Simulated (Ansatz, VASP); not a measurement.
Two plane-wave programs on SnTe

File INCAR:

```
SYSTEM = SnTe
ALGO     = Normal         ! electronic algorithm
EDIFF    = 1E-6           ! SCF threshold, eV
EDIFFG   = -0.005         ! ionic threshold
ENCUT    = 600            ! plane-wave cutoff, eV
GGA      = PE             ! functional
IBRION   = 2              ! ionic algorithm
ISIF     = 3              ! what is computed and relaxed
ISMEAR   = -1             ! smearing method
LASPH    = .TRUE.         ! aspherical terms in the spheres
LCHARG   = .FALSE.        ! write CHGCAR
LREAL    = .FALSE.        ! projectors in reciprocal space
LWAVE    = .FALSE.        ! write WAVECAR
NELM     = 60             ! most SCF steps
NSW      = 60             ! ionic steps
PREC     = Accurate       ! precision mode
SIGMA    = 0.1            ! smearing width, eV
```

Contents of KPOINTS:

```
k-points
0
G
  12 12 12
  0 0 0
```

POSCAR

```
SnTe
1.0
    0.0000000000      2.8916353749      2.8916353749
    2.8916353749      0.0000000000      2.8916353749
    2.8916353749      2.8916353749      0.0000000000
Sn Te
1 1
Direct
    0.0000000000      0.0000000000      0.0000000000
    0.5000000000      0.5000000000      0.5000000000
```

Input for Ansatz:

```yaml
crystal:
  lattice:
    - [0.0, 2.8916353749, 2.8916353749]
    - [2.8916353749, 0.0, 2.8916353749]
    - [2.8916353749, 2.8916353749, 0.0]
  atoms:
    - { symbol: Sn, position: [0.0, 0.0, 0.0] }
    - { symbol: Te, position: [0.5, 0.5, 0.5] }
kpoints:
  mp_grid: { grid: [12, 12, 12] }
scf:
  occupations: { method: fermi_dirac, width: 0.1 }
hamiltonian:
  xc: pbe
  pseudopotentials: { kind: paw }
output:
  forces: true
  stress: true
relax:
  f_tol: 0.005
  max_steps: 40
  cell: {}
```

Alike in both runs: task relaxation of cell and atoms; functional PBE; k mesh 12 × 12 × 12; occupations fermi-dirac, width 0.1 eV; no spin polarisation.

|  | VASP | Ansatz |
| --- | --- | --- |
| version | VASP 6.6.1 | Ansatz 0.2.0 |
| potentials or method | VASP PAW PBE potentials, release 64 (Sn_d, Te) | PAW with Ansatz's default frozen-core files, scalar-relativistic |
| plane-wave cutoff (eV) | 600 | 420 |
| valence electrons in the cell | 20 | 30 |

```csv
,VASP,Ansatz,Ansatz less VASP
relaxed volume (Å³/atom),32.88,32.89,+0.009
relaxed cell length with the largest relative difference (Å),4.531,4.531,+0.0004
```

VASP's potentials hold 20 valence electrons a cell and Ansatz's 30, so a difference there can come from the potentials and not from the codes.

Spin-orbit coupling is off throughout. Noted on VASP's run: the volume moved by over 15 % at a fixed basis, so the end points are rough.
